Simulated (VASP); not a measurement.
# ZnPt (P4/mmm) in VASP: a series of runs

The runs below take ZnPt through single point, with LDA.

All numbers are computed with VASP 6.6.1; they aren't measurements. Logs are shortened: lines on timing, memory, paths and dates and some standing lists are left out, and cuts for length are marked.

## (1) The cell of the first run

It takes space group P4/mmm (No. 123, tetragonal). Conventional cell: a = 2.785 Å, b = 2.785 Å, c = 3.414 Å, α = 90.00°, β = 90.00°, γ = 90.00°. Zn (site symmetry 4/mmm) has 8 Pt at 2.61 Å and 6 Zn at 2.79 to 3.41 Å within 3.5 Å. Within 3.5 Å of Pt (site symmetry 4/mmm) lie 8 Zn at 2.61 Å and 6 Pt at 2.79 to 3.41 Å.

## (2) Single point, LDA

INCAR

```
ALGO = Normal
EDIFF = 1E-6
ENCUT = 520
GGA = CA
ISIF = 2
ISMEAR = -1
LASPH = True
LCHARG = False
LREAL = False
LWAVE = False
NBANDS = 18
NELM = 100
PREC = Accurate
SIGMA = 0.1
```

KPOINTS

```
k-points
0
Gamma
  10 10 8
```

POSCAR

```
ZnPt
1.0
    2.7854943983      0.0000000000      0.0000000000
    0.0000000000      2.7854943983      0.0000000000
    0.0000000000      0.0000000000      3.4137867800
Zn Pt
1 1
Direct
    0.5000000000      0.5000000000      0.5000000000
    0.0000000000      0.0000000000      0.0000000000
```

Potentials or basis: VASP PAW LDA potentials, release 64 (Zn, Pt).

Started as:

```bash
cat potpaw_LDA.64/Zn/POTCAR potpaw_LDA.64/Pt/POTCAR > POTCAR
mpirun -np 1 vasp_std > vasp.out
```

OUTCAR:

```text
EDIFF = 1E-6
   ENCUT = 520
   GGA = CA
   ISIF = 2
   ISMEAR = -1
   LASPH = True
   LREAL = False
   NELM = 100
   PREC = Accurate

 ion  position               nearest neighbor table
   1  0.500  0.500  0.500-   2 2.61   2 2.61   2 2.61   2 2.61   2 2.61   2 2.61   2 2.61   2 2.61

   2  0.000  0.000  0.000-   1 2.61   1 2.61   1 2.61   1 2.61   1 2.61   1 2.61   1 2.61   1 2.61

  LATTYP: Found a simple tetragonal cell.
 ALAT       =     2.7854943983
 C/A-ratio  =     1.2255586592

  Lattice vectors:

 A1 = (   2.7854943983,   0.0000000000,   0.0000000000)
 A2 = (   0.0000000000,   2.7854943983,   0.0000000000)
 A3 = (   0.0000000000,   0.0000000000,   3.4137867800)

Analysis of symmetry for initial positions (statically):
=====================================================================
 Subroutine PRICEL returns:
 Original cell was already a primitive cell.

 Routine SETGRP: Setting up the symmetry group for a
 simple tetragonal supercell.

 Subroutine GETGRP returns: Found 16 space group operations
 (whereof 16 operations were pure point group operations)
 out of a pool of 16 trial point group operations.

The static configuration has the point symmetry D_4h.

Analysis of symmetry for dynamics (positions and initial velocities):
=====================================================================
 Subroutine PRICEL returns:
 Original cell was already a primitive cell.

 Routine SETGRP: Setting up the symmetry group for a
 simple tetragonal supercell.

 Subroutine GETGRP returns: Found 16 space group operations
 (whereof 16 operations were pure point group operations)
 out of a pool of 16 trial point group operations.

The dynamic configuration has the point symmetry D_4h.

 Subroutine INISYM returns: Found 16 space group operations
 (whereof 16 operations are pure point group operations),
 and found     1 'primitive' translations

----------------------------------------------------------------------------------------

                                     Primitive cell

  volume of cell :      26.4875

  direct lattice vectors                    reciprocal lattice vectors
     2.785494398  0.000000000  0.000000000     0.359002696  0.000000000  0.000000000
     0.000000000  2.785494398  0.000000000     0.000000000  0.359002696  0.000000000
     0.000000000  0.000000000  3.413786780     0.000000000  0.000000000  0.292929836

  length of vectors
     2.785494398  2.785494398  3.413786780     0.359002696  0.359002696  0.292929836

  position of ions in fractional coordinates (direct lattice)
     0.500000000  0.500000000  0.500000000
     0.000000000  0.000000000  0.000000000

  ion indices of the primitive-cell ions
   primitive index   ion index
                 1           1
                 2           2

----------------------------------------------------------------------------------------

 KPOINTS: k-points

Automatic generation of k-mesh.
 Grid dimensions read from file:
 generate k-points for:   10   10    8

 Generating k-lattice:

  Cartesian coordinates                     Fractional coordinates (reciprocal lattice)
     0.035900270  0.000000000  0.000000000     0.100000000  0.000000000  0.000000000
     0.000000000  0.035900270  0.000000000     0.000000000  0.100000000  0.000000000
     0.000000000  0.000000000  0.036616229     0.000000000  0.000000000  0.125000000

  Length of vectors
     0.035900270  0.035900270  0.036616229

  Shift w.r.t. Gamma in fractional coordinates (k-lattice)
     0.000000000  0.000000000  0.000000000

 Subroutine IBZKPT returns following result:
 ===========================================

 Found    105 irreducible k-points:

 Following reciprocal coordinates:
            Coordinates               Weight
  0.000000  0.000000  0.000000      1.000000
  0.100000  0.000000  0.000000      4.000000
  0.200000  0.000000  0.000000      4.000000
  0.300000  0.000000  0.000000      4.000000
  0.400000  0.000000  0.000000      4.000000
  0.500000  0.000000  0.000000      2.000000
[... 16 lines left out ...]
  0.100000  0.000000  0.125000      8.000000
  0.200000  0.000000  0.125000      8.000000
 [... further k-points ...]
   k-points           NKPTS =    105   k-points in BZ     NKDIM =    105   number of bands    NBANDS=     18
   number of dos      NEDOS =    301   number of ions     NIONS =      2
   total plane-waves  NPLWV =  16128
   dimension x,y,z NGX =    24 NGY =   24 NGZ =   28
   dimension x,y,z NGXF=    48 NGYF=   48 NGZF=   56
   ions per type =               1   1
   NGX,Y,Z   is equivalent  to a cutoff of  14.32, 14.32, 13.64 a.u.
   NGXF,Y,Z  is equivalent  to a cutoff of  28.65, 28.65, 27.27 a.u.
 SYSTEM =  unknown system
   PREC   = accura    normal or accurate (medium, high low for compatibility)
   ISTART =      0    job   : 0-new  1-cont  2-samecut
   ICHARG =      2    charge: 1-file 2-atom 10-const
   ISPIN  =      1    spin polarized calculation?
   LNONCOLLINEAR =      F non collinear calculations
   LSORBIT =      F    spin-orbit coupling
   LASPH  =      T    aspherical Exc in radial PAW
   ENCUT  =  520.0 eV  38.22 Ry    6.18 a.u.   5.18  5.18  6.35*2*pi/ulx,y,z
   NELM   =    100;   NELMIN=  2; NELMDL= -5     # of ELM steps
   EDIFF  = 0.1E-05   stopping-criterion for ELM
   LREAL  =      F    real-space projection
   EDIFFG = 0.1E-04   stopping-criterion for IOM
   NSW    =      0    number of steps for IOM
   IBRION =     -1    ionic relax: 0-MD 1-quasi-New 2-CG
   NFREE  =      0    steps in history (QN), initial steepest desc. (CG)
   ISIF   =      2    stress and relaxation
   ISYM   =      2    0-nonsym 1-usesym 2-fastsym
   POTIM  = 0.5000    time-step for ionic-motion
   TEBEG  =    0.0;   TEEND  =   0.0 temperature during run
   PSTRESS=    0.0 pullay stress
   NELECT =      22.0000    total number of electrons
   NUPDOWN=      -1.0000    fix difference up-down
   EMIN   =  10.00;   EMAX   =-10.00  energy-range for DOS
   EFERMI =   0.00;   METHOD = LEGACY
   ISMEAR =    -1;   SIGMA  =   0.10  broadening in eV -4-tet -1-fermi 0-gaus
   EFERMI_NEDOS =   21; number of points for ismear=-14 and -15
   IALGO  =     38    algorithm
   IMIX   =      4    mixing-type and parameters
     AMIX     =   0.40;   BMIX     =  1.00
     AMIX_MAG =   1.60;   BMIX_MAG =  1.00
  volume/ion in A,a.u.               =      13.24        89.37
  Fermi-wavevector in a.u.,A,eV,Ry     =   1.538870  2.908044 32.220261  2.368122
  Thomas-Fermi vector in A             =   2.645178
   LORBIT       =      0    0 simple, 1 ext, 2 COOP (PROOUT), +10 PAW based schemes
   GGA     = CA    functional components
   LHFCALC =     F    Hartree Fock is set to
   AEXX    =    0.0000 exact exchange contribution
   IVDW    =     0    specifies the selected vdW correction
   LEPSILON=     F    determine dielectric tensor
   LRPA    =     F    only Hartree local field effects (RPA)
 non-spin polarized calculation
  energy-cutoff  :      520.00
  volume of cell :       26.49
 maximum number of plane-waves:       744
 NGX is ok and might be reduce to    24
   NGX = 11   NGY = 11   NGZ = 13

 number of electron      21.9999998 magnetization

 Free energy of the ion-electron system (eV)
  ---------------------------------------------------
  ext. energy  EPLUGINS =         0.00000000
  ---------------------------------------------------
  free energy    TOTEN  =       -10.51642998 eV

  energy without entropy =      -10.50165066  energy(sigma->0) =      -10.50904032

 E-fermi :   8.4255     XC(G=0): -13.5845

 val. band max:        8.3999676928   @ k =   0.5000   0.0000   0.3750
 cond. band min:       8.4740171266   @ k =   0.5000   0.4000   0.1250
 fundamental gap:      0.0740494339
 Fermi energy:         8.4254576273

 k-point     1 :       0.0000    0.0000    0.0000
  band No.  band energies     occupation
      1      -2.8140      2.00000
      2       0.0993      2.00000
      3       0.1914      2.00000
      4       1.1112      2.00000
      5       1.1112      2.00000
      6       1.4032      2.00000
[... 10 lines left out ...]
     17      24.9272      0.00000
     18      26.0144      0.00000

 k-point     2 :       0.1000    0.0000    0.0000
  band No.  band energies     occupation
      1      -2.5780      2.00000
      2       0.1761      2.00000
      3       0.2646      2.00000
      4       1.0888      2.00000
      5       1.1331      2.00000
      6       1.3804      2.00000
[... 10 lines left out ...]
     17      26.1854      0.00000
     18      26.3052      0.00000

 k-point     3 :       0.2000    0.0000    0.0000
  band No.  band energies     occupation
      1      -1.9012      2.00000
      2       0.3409      2.00000
      3       0.4883      2.00000
      4       1.0330      2.00000
      5       1.1911      2.00000
      6       1.3216      2.00000
[... 10 lines left out ...]
     17      26.0532      0.00000
     18      28.4372      0.00000

 k-point     4 :       0.3000    0.0000    0.0000
  band No.  band energies     occupation
      1      -0.8819      2.00000
      2       0.5342      2.00000
      3       0.7750      2.00000
      4       0.9702      2.00000
      5       1.2510      2.00000
      6       1.2645      2.00000
[... 10 lines left out ...]
     17      24.4252      0.00000
     18      27.0886      0.00000

 k-point     5 :       0.4000    0.0000    0.0000
  band No.  band energies     occupation
      1       0.2304      2.00000
      2       0.7261      2.00000
      3       0.9257      2.00000
      4       1.0184      2.00000
      5       1.1955      2.00000
      6       1.3253      2.00000
[... 10 lines left out ...]
     17      22.3461      0.00000
     18      24.6632      0.00000

 k-point     6 :       0.5000    0.0000    0.0000
  band No.  band energies     occupation
      1       0.6336      2.00000
      2       0.9105      2.00000
      3       0.9551      2.00000
      4       1.1748      2.00000
      5       1.1910      2.00000
      6       1.3489      2.00000
[... 10 lines left out ...]
     17      23.5083      0.00000
     18      24.5673      0.00000

 k-point     7 :       0.1000    0.1000    0.0000
  band No.  band energies     occupation
      1      -2.3456      2.00000
      2       0.2551      2.00000
      3       0.3275      2.00000
      4       1.0444      2.00000
      5       1.1644      2.00000
      6       1.3565      2.00000
[... 10 lines left out ...]
     17      26.1447      0.00000
     18      26.4148      0.00000

 k-point     8 :       0.2000    0.1000    0.0000
  band No.  band energies     occupation
      1      -1.6828      2.00000
      2       0.4166      2.00000
      3       0.5303      2.00000
      4       0.9730      2.00000
      5       1.2003      2.00000
      6       1.2998      2.00000
[... 10 lines left out ...]
     17      26.3280      0.00000
     18      28.3755      0.00000
[... 229 lines left out ...]
     17      21.5668      0.00000
     18      23.1991      0.00000

 k-point    20 :       0.5000    0.4000    0.0000
  band No.  band energies     occupation
      1       0.0280      2.00000
      2       0.1394      2.00000
      3       0.3816      2.00000
      4       0.3917      2.00000
      5       1.6469      2.00000
      6       2.9907      2.00000
[... 10 lines left out ...]
     17      21.2486      0.00000
     18      23.6377      0.00000

 k-point    21 :       0.5000    0.5000    0.0000
  band No.  band energies     occupation
      1      -0.0320      2.00000
      2       0.0442      2.00000
      3       0.3232      2.00000
      4       0.3232      2.00000
      5       1.7381      2.00000
      6       2.9987      2.00000
[... 10 lines left out ...]
     17      20.6136      0.00000
     18      24.5083      0.00000

 k-point    22 :       0.0000    0.0000    0.1250
  band No.  band energies     occupation
      1      -2.5690      2.00000
      2       0.1668      2.00000
      3       0.2444      2.00000
      4       1.1308      2.00000
      5       1.1308      2.00000
      6       1.4116      2.00000
[... 10 lines left out ...]
     17      24.7443      0.00000
     18      27.3626      0.00000

 k-point    23 :       0.1000    0.0000    0.1250
  band No.  band energies     occupation
      1      -2.3392      2.00000
      2       0.2392      2.00000
      3       0.3156      2.00000
      4       1.1071      2.00000
      5       1.1419      2.00000
      6       1.3900      2.00000
[... 10 lines left out ...]
     17      25.7682      0.00000
     18      27.5093      0.00000

 k-point    24 :       0.2000    0.0000    0.1250
  band No.  band energies     occupation
      1      -1.6882      2.00000
      2       0.3766      2.00000
      3       0.5461      2.00000
      4       1.0572      2.00000
      5       1.1663      2.00000
      6       1.3384      2.00000
[... 10 lines left out ...]
     17      25.9971      0.00000
     18      27.0200      0.00000

 [... further k-points ...]

------------------------ aborting loop because EDIFF is reached ----------------------------------------

  FORCE on cell =-STRESS in cart. coord.  units (eV):
  Direction    XX          YY          ZZ          XY          YZ          ZX
  --------------------------------------------------------------------------------------
  -------------------------------------------------------------------------------------
  Total        1.2909245      1.2909245      1.2084478      0.0000000      0.0000000      0.0000000
  in kB       78.0855079     78.0855079     73.0966552      0.0000000      0.0000000      0.0000000
  external PRESSURE =      76.4225570 kB  Pullay stress =       0.0000000 kB

 VOLUME and BASIS-vectors are now :
 -----------------------------------------------------------------------------
  energy-cutoff  :      520.00
  volume of cell :       26.49
      direct lattice vectors                 reciprocal lattice vectors
     2.785494398  0.000000000  0.000000000     0.359002696  0.000000000  0.000000000
     0.000000000  2.785494398  0.000000000     0.000000000  0.359002696  0.000000000
     0.000000000  0.000000000  3.413786780     0.000000000  0.000000000  0.292929836

 POSITION                                       TOTAL-FORCE (eV/Angst)
 -----------------------------------------------------------------------------------
      1.39275      1.39275      1.70689         0.000000      0.000000      0.000000
      0.00000      0.00000      0.00000         0.000000      0.000000      0.000000
 -----------------------------------------------------------------------------------
    total drift:                                0.000000      0.000000     -0.000000

  FREE ENERGIE OF THE ION-ELECTRON SYSTEM (eV)
  ---------------------------------------------------
  free  energy   TOTEN  =       -10.5164299843 eV

  energy  without entropy=      -10.5016506643  energy(sigma->0) =      -10.50904032
```

Run time: 38 s. Hardware: 1 thread of Intel Xeon 8259CL, shared host; peak memory 0.17 GiB.

What came out:

```yaml
Free_energy: -10.5164 eV
Pressure: 7.6 GPa
Band_gap_on_the_k_mesh: zero (bands 11 and 12 overlap by 4.76 eV)
```

Stress tensor (GPa, compression positive):
```
7.81 0.00 0.00
0.00 7.81 0.00
0.00 0.00 7.31
```

Levels at points of the mesh, in eV from the Fermi level:
```
           k point  band 7  band 8  band 9  band 10  band 11  band 12  band 13  band 14  band 15  band 16
(0.00, 0.00, 0.00)   -5.10   -4.35   -1.63    -1.63    -1.00     2.33     8.57     8.57     9.74    15.87
(0.50, 0.00, 0.00)   -4.82   -4.80   -4.42    -2.97    -1.78     1.34     9.35    10.18    12.12    13.29
(0.50, 0.50, 0.00)   -2.80   -2.76   -2.76    -0.67    -0.67     0.25     5.64     6.16     9.19    12.19
(0.00, 0.00, 0.50)   -6.29   -5.58   -2.71    -2.71    -2.12    -1.09    12.62    14.35    14.46    14.46
(0.50, 0.00, 0.50)   -4.63   -2.29   -2.26    -1.71    -1.62    -1.29     3.50     4.68    13.98    15.52
(0.50, 0.50, 0.50)   -5.73   -5.73   -1.40     0.26     2.82     5.35     5.35     5.69     7.43     7.43
```

Caveat: the cell stands under pressure; spin-orbit coupling is left out, which moves the levels of the heavy elements.

## (3) Single point, LDA

This run uses another cell than the first one, of 13.82 Å³/atom.

INCAR, as its differences from that of step 2:

```diff
@@ -1,3 +1,3 @@
 ALGO = Normal
-EDIFF = 1E-6
+EDIFF = 1E-7
 ENCUT = 520
```

KPOINTS is that of step 2.

POSCAR

```
ZnPt
1.0
    2.8252925524      0.0000000000      0.0000000000
    0.0000000000      2.8252925524      0.0000000000
    0.0000000000      0.0000000000      3.4625617524
Zn Pt
1 1
Direct
    0.5000000000      0.5000000000      0.5000000000
    0.0000000000      0.0000000000      0.0000000000
```

Potentials or basis: VASP PAW LDA potentials, release 64 (Zn, Pt).

Started as:

```bash
cat potpaw_LDA.64/Zn/POTCAR potpaw_LDA.64/Pt/POTCAR > POTCAR
mpirun -np 1 vasp_std > vasp.out
```

It took 49 s on 1 thread of Intel Xeon 8259CL, shared host; peak memory 0.18 GiB.

Results (log left out):

| Property | Result |
| --- | --- |
| Free energy | -10.5347 eV |
| Pressure | -2.3 GPa |
| Band gap on the k mesh | zero (bands 11 and 12 overlap by 4.56 eV) |

Stress tensor (GPa, compression positive):
```
-2.31  0.00  0.00
 0.00 -2.31  0.00
 0.00  0.00 -2.23
```

Levels at points of the mesh, in eV from the Fermi level:
| k point | band 8 | band 9 | band 10 | band 11 | band 12 | band 13 | band 14 | band 15 |
| --- | --- | --- | --- | --- | --- | --- | --- | --- |
| (0.00, 0.00, 0.00) | -4.17 | -1.58 | -1.58 | -0.98 | 2.37 | 8.42 | 8.42 | 9.25 |
| (0.50, 0.00, 0.00) | -4.53 | -4.31 | -2.80 | -1.70 | 1.22 | 9.22 | 9.94 | 11.71 |
| (0.50, 0.50, 0.00) | -2.67 | -2.67 | -0.54 | -0.54 | 0.19 | 5.33 | 5.78 | 9.08 |
| (0.00, 0.00, 0.50) | -5.25 | -2.56 | -2.56 | -2.02 | -1.05 | 12.51 | 14.00 | 14.00 |
| (0.50, 0.00, 0.50) | -2.19 | -2.06 | -1.66 | -1.46 | -1.26 | 3.26 | 4.38 | 13.67 |
| (0.50, 0.50, 0.50) | -5.40 | -1.35 | 0.20 | 2.69 | 5.23 | 5.23 | 5.61 | 7.18 |

Caveat: spin-orbit coupling is left out, which moves the levels of the heavy elements.

[end of part 1 of 2]
